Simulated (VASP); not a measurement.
# EuS (Fm-3m) in VASP: electric field gradients with PBE

Aim: the electric field gradients of EuS with PBE.

Everything below comes from runs of VASP 6.6.1. Logs are shortened: lines on timing, memory, paths and dates and some standing lists are left out, and cuts for length are marked.

### 1 The cell of the first run

Symmetry: Fm-3m, No. 225, cubic system. Conventional cell: a = 5.957 Å, b = 5.957 Å, c = 5.957 Å, α = 90.00°, β = 90.00°, γ = 90.00°. Within 3.9 Å of Eu (site symmetry m-3m) lie 6 S at 2.98 Å. Within 3.9 Å of S (site symmetry m-3m) lie 6 Eu at 2.98 Å.

### 2 Electric field gradients, PBE, collinear spin, ferromagnetic start

Contents of INCAR:

```
SYSTEM = EuS
  PREC = Accurate
  ENCUT = 520
  EDIFF = 1E-8
  ISMEAR = -1
  SIGMA = 0.03
  LREAL = .FALSE.
  LASPH = .TRUE.
  NELM = 150
  ALGO = Normal
  ISIF = 2
  LWAVE = .FALSE.
  LCHARG = .FALSE.
  ISPIN = 2
  MAGMOM = 7 0
  LORBIT = 11
  LMAXMIX = 6
  GGA = PE
  LEFG = .TRUE.
  NBANDS = 22
```

Contents of KPOINTS:

```
Automatic mesh
0
G
  12 12 12
  0 0 0
```

Contents of POSCAR:

```
EuS
1.0
    0.0000000000      2.9785000000      2.9785000000
    2.9785000000      0.0000000000      2.9785000000
    2.9785000000      2.9785000000      0.0000000000
Eu S
1 1
Direct
    0.0000000000      0.0000000000      0.0000000000
    0.5000000000      0.5000000000      0.5000000000
```

Potentials or basis: VASP PAW PBE potentials, release 64 (Eu, S).

Launch:

```sh
$ cat potpaw_PBE.64/Eu/POTCAR potpaw_PBE.64/S/POTCAR > POTCAR
$ mpirun -np 1 vasp_std > vasp.out
```

OUTCAR:

```text
SYSTEM = EuS
   PREC = Accurate
   ENCUT = 520
   EDIFF = 1E-8
   ISMEAR = -1
   LREAL = .FALSE.
   LASPH = .TRUE.
   NELM = 150
   ISIF = 2
   ISPIN = 2
   LORBIT = 11
   GGA = PE

 ion  position               nearest neighbor table
   1  0.000  0.000  0.000-   2 2.98   2 2.98   2 2.98   2 2.98   2 2.98   2 2.98
   2  0.500  0.500  0.500-   1 2.98   1 2.98   1 2.98   1 2.98   1 2.98   1 2.98

  LATTYP: Found a face centered cubic cell.
 ALAT       =     5.9570000000

  Lattice vectors:

 A1 = (   0.0000000000,   2.9785000000,   2.9785000000)
 A2 = (   2.9785000000,   0.0000000000,   2.9785000000)
 A3 = (   2.9785000000,   2.9785000000,   0.0000000000)

Analysis of symmetry for initial positions (statically):
=====================================================================
 Subroutine PRICEL returns:
 Original cell was already a primitive cell.

 Routine SETGRP: Setting up the symmetry group for a
 face centered cubic supercell.

 Subroutine GETGRP returns: Found 48 space group operations
 (whereof 48 operations were pure point group operations)
 out of a pool of 48 trial point group operations.

The static configuration has the point symmetry O_h .

Analysis of symmetry for dynamics (positions and initial velocities):
=====================================================================
 Subroutine PRICEL returns:
 Original cell was already a primitive cell.

 Routine SETGRP: Setting up the symmetry group for a
 face centered cubic supercell.

 Subroutine GETGRP returns: Found 48 space group operations
 (whereof 48 operations were pure point group operations)
 out of a pool of 48 trial point group operations.

The dynamic configuration has the point symmetry O_h .

Analysis of structural, dynamic, and magnetic symmetry:
=====================================================================
 Subroutine PRICEL returns:
 Original cell was already a primitive cell.

 Routine SETGRP: Setting up the symmetry group for a
 face centered cubic supercell.

 Subroutine GETGRP returns: Found 48 space group operations
[... 155 lines left out ...]
 Fermi energy:         4.2875304381

 spin component 1

 k-point     1 :       0.0000    0.0000    0.0000
  band No.  band energies     occupation
      1     -37.2109      1.00000
      2     -15.9249      1.00000
      3     -15.9249      1.00000
      4     -15.9248      1.00000
      5      -9.1819      1.00000
      6       1.5225      1.00000
[... 589 lines left out ...]
     21      10.4472      0.00000
     22      11.3732      0.00000

 [... further k-points ...]

 spin component 2

 k-point     1 :       0.0000    0.0000    0.0000
  band No.  band energies     occupation
      1     -34.1256      1.00000
      2     -13.6654      1.00000
      3     -13.6654      1.00000
      4     -13.6654      1.00000
      5      -9.1774      1.00000
      6       1.6704      1.00000
[... 589 lines left out ...]
     21      11.4798      0.00000
     22      12.2236      0.00000

 [... further k-points ...]
[... 5 lines left out ...]
  --------------------------------------------------------------------------------------
  -------------------------------------------------------------------------------------
  Total       -0.9251664     -0.9251664     -0.9251664      0.0000000     -0.0000000      0.0000000
  in kB      -28.0483691    -28.0483691    -28.0483691      0.0000000     -0.0000000      0.0000000
  external PRESSURE =     -28.0483691 kB  Pullay stress =       0.0000000 kB

 VOLUME and BASIS-vectors are now :
 -----------------------------------------------------------------------------
  energy-cutoff  :      520.00
  volume of cell :       52.85
      direct lattice vectors                 reciprocal lattice vectors
     0.000000000  2.978500000  2.978500000    -0.167869733  0.167869733  0.167869733
     2.978500000  0.000000000  2.978500000     0.167869733 -0.167869733  0.167869733
     2.978500000  2.978500000  0.000000000     0.167869733  0.167869733 -0.167869733

 POSITION                                       TOTAL-FORCE (eV/Angst)
 -----------------------------------------------------------------------------------
      0.00000      0.00000      0.00000         0.000000     -0.000000      0.000000
      2.97850      2.97850      2.97850        -0.000000      0.000000     -0.000000
 -----------------------------------------------------------------------------------
    total drift:                                0.000000     -0.000000     -0.000000

  FREE ENERGIE OF THE ION-ELECTRON SYSTEM (eV)
  ---------------------------------------------------
  free  energy   TOTEN  =       -19.8981333789 eV

  energy  without entropy=      -19.8950217120  energy(sigma->0) =      -19.89657755

 Electric field gradients (V/A^2)
---------------------------------------------------------------------
 ion       V_xx      V_yy      V_zz      V_xy      V_xz      V_yz
---------------------------------------------------------------------
   1       0.000    -0.000     0.000    -0.001    -0.001    -0.001
   2      -0.000     0.000    -0.000    -0.000    -0.000    -0.000
---------------------------------------------------------------------

 Electric field gradients after diagonalization (V/A^2)
 (convention: |V_zz| > |V_xx| > |V_yy|)
----------------------------------------------------------------------
 ion       V_xx      V_yy      V_zz     asymmetry (V_yy - V_xx)/ V_zz
----------------------------------------------------------------------
   1       0.001     0.001    -0.003       0.000
   2       0.000     0.000    -0.001       0.000
----------------------------------------------------------------------

           NMR quadrupolar parameters

 Cq : quadrupolar parameter    Cq=e*Q*V_zz/h
 eta: asymmetry parameters     (V_yy - V_xx)/ V_zz
 Q  : nuclear electric quadrupole moment in mb (millibarn)
----------------------------------------------------------------------
 ion       Cq(MHz)       eta       Q (mb)
----------------------------------------------------------------------
   1      -0.000       0.000       1.000
   2      -0.000       0.000       1.000
----------------------------------------------------------------------

 total charge

# of ion       s       p       d       f       tot
--------------------------------------------------
    1        2.027   5.757   0.305   6.657  14.746
    2        1.316   2.430   0.000   0.000   3.746
--------------------------------------------------
tot          3.343   8.188   0.305   6.657  18.492

 magnetization (x)

# of ion       s       p       d       f       tot
--------------------------------------------------
    1       -0.015  -0.114   0.093   6.626   6.591
    2       -0.007  -0.066   0.000   0.000  -0.073
--------------------------------------------------
tot         -0.022  -0.180   0.093   6.626   6.518
```

It took 83 s on 1 thread of Intel Xeon 6975P-C (Granite Rapids), shared host; peak memory 0.3 GiB.

What came out:

```
Free energy                                           : -19.8981 eV
Pressure                                              : -2.8 GPa
Band gap on the k mesh                                : zero (filled and empty bands overlap)
Net moment                                            : 6.99 μB per cell
Site moments                                          : Eu +6.59; S -0.07 μB
Largest electric field gradient by atom               : zero within the noise of the run
Valence electrons inside the program's atomic spheres : Eu 14.75; S 3.75
```

Levels at points of the mesh, in eV from the Fermi level:
Spin up:
```csv
k point,band 11,band 12,band 13,band 14,band 15,band 16,band 17,band 18,band 19,band 20
"(0.00, 0.00, 0.00)",-0.24,-0.24,0.08,0.08,0.08,0.80,1.07,1.07,1.07,1.95
"(0.50, 0.00, 0.00)",-0.37,-0.28,-0.28,-0.24,-0.23,2.94,3.22,3.64,3.64,6.54
"(0.50, 0.50, 0.00)",-0.31,-0.29,-0.29,-0.25,-0.07,-0.07,3.08,3.22,4.51,4.67
```
Spin down:
```tsv
k point	band 6	band 7	band 8	band 9	band 10	band 11
(0.00, 0.00, 0.00)	-2.62	-2.62	-2.62	1.43	1.85	1.85
(0.50, 0.00, 0.00)	-5.13	-3.74	-3.74	2.87	4.04	4.11
(0.50, 0.50, 0.00)	-3.75	-2.97	-2.97	-0.14	3.93	3.95
```

Caveat: spin-orbit coupling is left out, which moves the levels of the heavy elements; a cell with one magnetic atom can't hold antiferromagnetic order, which such compounds often take; semilocal functionals describe open f shells poorly, which spoils levels, moments and volumes. The state reached can hang on the start; a lower one may exist.
